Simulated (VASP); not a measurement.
# Si (Fd-3m) in VASP: notebook, part 3 of 3

VASP 6.6.1. Earlier steps stand in the parts before.

### 4 Relaxation of cell and atoms, r2SCAN

POSCAR reads:

```
Si
1.0
    0.0000000000      2.7348878890      2.7348878890
    2.7348878890      0.0000000000      2.7348878890
    2.7348878890      2.7348878890      0.0000000000
Si
2
Direct
    0.7500000000      0.7500000000      0.7500000000
    0.5000000000      0.5000000000      0.5000000000
```

INCAR.step1 reads:

```
SYSTEM = Si
  PREC = Accurate
  ENCUT = 600
  ISMEAR = -1
  SIGMA = 0.02
  LREAL = .FALSE.
  LASPH = .TRUE.
  NELM = 60
  GGA = PE
  ALGO = Normal
  EDIFF = 1E-4
  LWAVE = .TRUE.
  LCHARG = .FALSE.
```

INCAR.step2 reads:

```
SYSTEM = Si
  PREC = Accurate
  ENCUT = 600
  EDIFF = 1E-6
  ISMEAR = -1
  SIGMA = 0.02
  LREAL = .FALSE.
  LASPH = .TRUE.
  NELM = 60
  ALGO = Normal
  ISIF = 3
  LWAVE = .FALSE.
  LCHARG = .FALSE.
  METAGGA = R2SCAN
  LMIXTAU = .TRUE.
  IBRION = 2
  NSW = 80
  EDIFFG = -0.005
  ISTART = 1
```

KPOINTS reads:

```
regular mesh
0
G
  8 8 8
  0 0 0
```

Potentials or basis: VASP PAW PBE potentials, release 64 (Si).

Launch:

```sh
$ cat potpaw_PBE.64/Si/POTCAR > POTCAR
$ cp INCAR.step1 INCAR
$ mpirun -np 1 vasp_std > vasp.out
$ cp INCAR.step2 INCAR
$ mpirun -np 1 vasp_std > vasp.out
```

OUTCAR:

```text
SYSTEM = Si
   PREC = Accurate
   ENCUT = 600
   EDIFF = 1E-6
   ISMEAR = -1
   LREAL = .FALSE.
   LASPH = .TRUE.
   NELM = 60
   ISIF = 3
   METAGGA = R2SCAN
   IBRION = 2
   NSW = 80
   EDIFFG = -0.005
   ISTART = 1

 ion  position               nearest neighbor table
   1  0.750  0.750  0.750-   2 2.37   2 2.37   2 2.37   2 2.37
   2  0.500  0.500  0.500-   1 2.37   1 2.37   1 2.37   1 2.37

  LATTYP: Found a face centered cubic cell.
 ALAT       =     5.4697757780

  Lattice vectors:

 A1 = (   0.0000000000,   2.7348878890,   2.7348878890)
 A2 = (   2.7348878890,   0.0000000000,   2.7348878890)
 A3 = (   2.7348878890,   2.7348878890,   0.0000000000)

Analysis of symmetry for initial positions (statically):
=====================================================================
 Subroutine PRICEL returns:
 Original cell was already a primitive cell.

 Routine SETGRP: Setting up the symmetry group for a
 face centered cubic supercell.

 Subroutine GETGRP returns: Found 48 space group operations
 (whereof 24 operations were pure point group operations)
 out of a pool of 48 trial point group operations.

The static configuration has the point symmetry T_d .
 The point group associated with its full space group is O_h .

Analysis of symmetry for dynamics (positions and initial velocities):
=====================================================================
 Subroutine PRICEL returns:
 Original cell was already a primitive cell.

 Routine SETGRP: Setting up the symmetry group for a
 face centered cubic supercell.

 Subroutine GETGRP returns: Found 48 space group operations
 (whereof 24 operations were pure point group operations)
 out of a pool of 48 trial point group operations.

The dynamic configuration has the point symmetry T_d .
 The point group associated with its full space group is O_h .

 Subroutine INISYM returns: Found 48 space group operations
 (whereof 24 operations are pure point group operations),
 and found     1 'primitive' translations

----------------------------------------------------------------------------------------

                                     Primitive cell

  volume of cell :      40.9118

  direct lattice vectors                    reciprocal lattice vectors
     0.000000000  2.734887889  2.734887889    -0.182822851  0.182822851  0.182822851
     2.734887889  0.000000000  2.734887889     0.182822851 -0.182822851  0.182822851
     2.734887889  2.734887889  0.000000000     0.182822851  0.182822851 -0.182822851

  length of vectors
     3.867715544  3.867715544  3.867715544     0.316658466  0.316658466  0.316658466

  position of ions in fractional coordinates (direct lattice)
     0.750000000  0.750000000  0.750000000
     0.500000000  0.500000000  0.500000000

  ion indices of the primitive-cell ions
   primitive index   ion index
                 1           1
                 2           2

----------------------------------------------------------------------------------------

 KPOINTS: regular mesh

Automatic generation of k-mesh.
 Grid dimensions read from file:
 generate k-points for:    8    8    8

 Generating k-lattice:

[... 46 lines left out ...]
   dimension x,y,z NGX =    32 NGY =   32 NGZ =   32
   dimension x,y,z NGXF=    64 NGYF=   64 NGZF=   64
   ions per type =               2
   NGX,Y,Z   is equivalent  to a cutoff of  13.75, 13.75, 13.75 a.u.
   NGXF,Y,Z  is equivalent  to a cutoff of  27.51, 27.51, 27.51 a.u.
 SYSTEM =  Si
   PREC   = accura    normal or accurate (medium, high low for compatibility)
   ISTART =      1    job   : 0-new  1-cont  2-samecut
   ICHARG =      0    charge: 1-file 2-atom 10-const
   ISPIN  =      1    spin polarized calculation?
   LNONCOLLINEAR =      F non collinear calculations
   LSORBIT =      F    spin-orbit coupling
   LASPH  =      T    aspherical Exc in radial PAW
   ENCUT  =  600.0 eV  44.10 Ry    6.64 a.u.   7.72  7.72  7.72*2*pi/ulx,y,z
   NELM   =     60;   NELMIN=  2; NELMDL=  0     # of ELM steps
   EDIFF  = 0.1E-05   stopping-criterion for ELM
   LREAL  =      F    real-space projection
   EDIFFG = -.5E-02   stopping-criterion for IOM
   NSW    =     80    number of steps for IOM
   IBRION =      2    ionic relax: 0-MD 1-quasi-New 2-CG
   NFREE  =      1    steps in history (QN), initial steepest desc. (CG)
   ISIF   =      3    stress and relaxation
   ISYM   =      2    0-nonsym 1-usesym 2-fastsym
   POTIM  = 0.5000    time-step for ionic-motion
   TEBEG  =    0.0;   TEEND  =   0.0 temperature during run
   PSTRESS=    0.0 pullay stress
   NELECT =       8.0000    total number of electrons
   NUPDOWN=      -1.0000    fix difference up-down
   EMIN   =  10.00;   EMAX   =-10.00  energy-range for DOS
   EFERMI =   0.00;   METHOD = LEGACY
   ISMEAR =    -1;   SIGMA  =   0.02  broadening in eV -4-tet -1-fermi 0-gaus
   EFERMI_NEDOS =   21; number of points for ismear=-14 and -15
   IALGO  =     38    algorithm
   IMIX   =      4    mixing-type and parameters
     AMIX     =   0.40;   BMIX     =  1.00
     AMIX_MAG =   1.60;   BMIX_MAG =  1.00
  volume/ion in A,a.u.               =      20.46       138.04
  Fermi-wavevector in a.u.,A,eV,Ry     =   0.950215  1.795646 12.284821  0.902909
  Thomas-Fermi vector in A             =   2.078571
   LORBIT       =      0    0 simple, 1 ext, 2 COOP (PROOUT), +10 PAW based schemes
   METAGGA = R2SCAN    functional components
   LHFCALC =     F    Hartree Fock is set to
   AEXX    =    0.0000 exact exchange contribution
   IVDW    =     0    specifies the selected vdW correction
   LEPSILON=     F    determine dielectric tensor
   LRPA    =     F    only Hartree local field effects (RPA)
 conjugate gradient relaxation of ions
 non-spin polarized calculation
  energy-cutoff  :      600.00
  volume of cell :       40.91
 maximum number of plane-waves:      1384
   NGX = 15   NGY = 15   NGZ = 15

--------------------------------------- Ionic step        1  -------------------------------------------

 number of electron       8.0000000 magnetization

 Free energy of the ion-electron system (eV)
  ---------------------------------------------------
  ext. energy  EPLUGINS =         0.00000000
  ---------------------------------------------------
  free energy    TOTEN  =       -17.54362384 eV

  energy without entropy =      -17.54362384  energy(sigma->0) =      -17.54362384

------------------------ aborting loop because EDIFF is reached ----------------------------------------

  FORCE on cell =-STRESS in cart. coord.  units (eV):
  Direction    XX          YY          ZZ          XY          YZ          ZX
  --------------------------------------------------------------------------------------
  -------------------------------------------------------------------------------------
  Total       -0.3952143     -0.3952143     -0.3952143      0.0000000     -0.0000000     -0.0000000
  in kB      -15.4772806    -15.4772806    -15.4772806      0.0000000     -0.0000000     -0.0000000
  external PRESSURE =     -15.4772806 kB  Pullay stress =       0.0000000 kB
[... 59 lines left out ...]
--------------------------------------- Ionic step        3  -------------------------------------------

 number of electron       8.0000000 magnetization

 Free energy of the ion-electron system (eV)
  ---------------------------------------------------
  ext. energy  EPLUGINS =         0.00000000
  ---------------------------------------------------
  free energy    TOTEN  =       -17.54689782 eV

  energy without entropy =      -17.54689782  energy(sigma->0) =      -17.54689782

 E-fermi :   6.0593     XC(G=0):  -9.8343

 val. band max:        5.6874472616   @ k =   0.0000   0.0000   0.0000
 cond. band min:       6.5093824826   @ k =   0.3750   0.3750   0.0000
 fundamental gap:      0.8219352210
 Fermi energy:         6.0592800815

 k-point     1 :       0.0000    0.0000    0.0000
  band No.  band energies     occupation
      1      -6.8029      2.00000
      2       5.6874      2.00000
      3       5.6874      2.00000
      4       5.6874      2.00000
      5       8.4432      0.00000
      6       8.4432      0.00000
      7       8.4432      0.00000
      8       9.6144      0.00000
[... 243 lines left out ...]
 k-point    24 :      -0.3750    0.2500    0.1250
  band No.  band energies     occupation
      1      -3.7968      2.00000
      2      -1.3675      2.00000
      3       2.1133      2.00000
      4       3.4287      2.00000
      5       9.0699      0.00000
      6       9.0979      0.00000
      7      12.0130      0.00000
      8      13.2841      0.00000

 [... further k-points ...]

------------------------ aborting loop because EDIFF is reached ----------------------------------------

  FORCE on cell =-STRESS in cart. coord.  units (eV):
  Direction    XX          YY          ZZ          XY          YZ          ZX
  --------------------------------------------------------------------------------------
  -------------------------------------------------------------------------------------
  Total        0.0013343      0.0013343      0.0013343     -0.0000000     -0.0000000     -0.0000000
  in kB        0.0531183      0.0531183      0.0531183     -0.0000000     -0.0000000     -0.0000000
  external PRESSURE =       0.0531183 kB  Pullay stress =       0.0000000 kB
[... 17 lines left out ...]
  FREE ENERGIE OF THE ION-ELECTRON SYSTEM (eV)
  ---------------------------------------------------
  free  energy   TOTEN  =       -17.5468978159 eV

  energy  without entropy=      -17.5468978159  energy(sigma->0) =      -17.54689782

 reached required accuracy - stopping structural energy minimisation
```

Run time: 38 s. Hardware: 1 thread of Intel Xeon 6975P-C (Granite Rapids), shared host; peak memory 0.18 GiB.

What came out:

| Item | Value |
| --- | --- |
| Free energy | -17.5469 eV |
| Relaxed volume | 20.12 Å³/atom |
| Relaxed cell | a = 3.847 Å, b = 3.847 Å, c = 3.847 Å, α = 60.00°, β = 60.00°, γ = 60.00° |
| Space group after relaxing (to 0.1 Å) | Fd-3m (No. 227) |
| Energy gained by relaxing | 1.6 meV/atom |
| Ionic steps | 3 |
| Pressure after relaxing | 0.0 GPa |
| Band gap on the k mesh | 0.82 eV (least direct gap 2.76 eV) |

The path:
```csv
step,energy change (eV),largest force (eV/Å),pressure (GPa),volume (Å³)
1,0.0000,0.0000,-1.55,40.91
2,-0.0014,0.0000,1.24,39.75
3,-0.0033,0.0000,0.01,40.24
```

Final structure:
```
Si
1.0
     0.00000    2.71994    2.71994
     2.71994    0.00000    2.71994
     2.71994    2.71994    0.00000
Si
2
Direct
  0.75000 0.75000 0.75000
  0.50000 0.50000 0.50000
```

Levels at points of the mesh, in eV from the valence-band top:
| k point | band 1 | band 2 | band 3 | band 4 | band 5 | band 6 | band 7 | band 8 |
| --- | --- | --- | --- | --- | --- | --- | --- | --- |
| (0.00, 0.00, 0.00) | -12.49 | 0.00 | 0.00 | 0.00 | 2.76 | 2.76 | 2.76 | 3.93 |
| (0.50, 0.00, 0.00) | -10.05 | -7.24 | -1.27 | -1.27 | 1.87 | 3.59 | 3.59 | 8.33 |
| (0.50, 0.50, 0.00) | -8.14 | -8.14 | -3.00 | -3.00 | 0.93 | 0.93 | 10.84 | 10.84 |

Caveat: the PAW data sets were made with another functional, which shifts forces and pressure a little. r2SCAN opens gaps a little over a GGA but as a rule still falls short of measured ones.

### 5 Overview

| level | potentials or basis | gap on the mesh (eV) | pressure (GPa) | relaxed volume (Å³/atom) |
| --- | --- | --- | --- | --- |
| PBEsol | VASP PAW PBE potentials, release 64 (Si) | 0.51 | 0.0 | 20.08 |
| LDA | VASP PAW LDA potentials, release 64 (Si) | 0.49 | 0.0 | 19.72 |
| r2SCAN | VASP PAW PBE potentials, release 64 (Si) | 0.82 | 0.0 | 20.12 |

Alike in all rows: task relaxation of cell and atoms; no spin polarisation; cell relaxed; k mesh 8 × 8 × 8; cutoff (eV) 600; smearing fermi-dirac 0.02 eV.

Caveats: the PAW data sets were made with another functional, which shifts forces and pressure a little (at least some runs).

Total energies depend on the potentials used, so only differences within one code and one set of settings carry meaning.
